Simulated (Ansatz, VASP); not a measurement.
**Sn in VASP and in Ansatz**

```
Sn
1.0
     0.00000    2.39201    2.39201
     2.39201    0.00000    2.39201
     2.39201    2.39201    0.00000
Sn
1
Direct
  0.00000 0.00000 0.00000
```

Alike in both runs: task single point; functional PBE; k mesh 16 × 16 × 16; occupations gaussian, width 0.05 eV; no spin polarisation.

```csv
,VASP,Ansatz
version,VASP 6.6.1,Ansatz 0.2.0
potentials or method,"VASP PAW PBE potentials, release 64 (Sn_d), cutoff 500 eV","scalar-relativistic, plane waves, PAW"
valence electrons in the cell,14,14
```

```tsv
	VASP	Ansatz	Ansatz less VASP
gap on the k mesh at the Fermi level (eV)	none	none	-
pressure (GPa)	1.1	1.1	+0.02
```

A gap of «none» marks a metal or a gap that the smearing closes.
